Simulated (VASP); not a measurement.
Write the native input for VASP 6.6.1 that does the following.

| Item | Value |
| --- | --- |
| Task | single point |
| Functional | PBE |
| Potentials or basis | VASP PAW PBE potentials, release 64 (Ag) |
| Cutoff | 520 eV |
| k mesh | 9 × 9 × 15, shifted |
| Occupations | gaussian, width 0.1 eV |
| Spin | no spin polarisation |
| Dipole correction | no |
| Further INCAR settings | ALGO = Fast; EDIFF = 1e-06; NBANDS = 18 |

The structure of Ag lies in POSCAR:

```
Ag
1.0
    3.8927040404      0.0000000000     -0.0034051262
    0.0000000000      3.8927055297      0.0000000000
   -1.9483094196      0.0000000000      2.2526618690
Ag
2
Direct
    0.0000000000      0.0000000000      0.0000000000
    0.5000000000      0.5000000000      0.0000000000
```

The input as run:

INCAR

```
SYSTEM = Ag
ALGO = Fast ; EDIFF = 1E-6
ENCUT = 520 ; GGA = PE
ISIF = 2 ; ISMEAR = 0
LASPH = .TRUE. ; LCHARG = .TRUE.
LELF = .TRUE. ; LREAL = .FALSE.
LVHAR = .TRUE. ; LWAVE = .FALSE.
NBANDS = 18 ; NELM = 60
PREC = Accurate ; SIGMA = 0.1
```

KPOINTS

```
Automatic mesh
0
Gamma
  9 9 15
  0.5 0.5 0.5
```

Potentials or basis: VASP PAW PBE potentials, release 64 (Ag).

Command:

```sh
$ cat potpaw_PBE.64/Ag/POTCAR > POTCAR
$ mpirun -np 1 vasp_std > vasp.out
```

Results of the run:

The pressure is 5.7 GPa. The band gap on the k mesh is zero (band 11 reaches 13.20 eV, above the bottom of band 12 at 5.02 eV).

Wall time 84 s on 1 thread of Intel(R) Xeon(R) 6975P-C (Granite Rapids), on a shared host, peak memory 0.28 GiB.
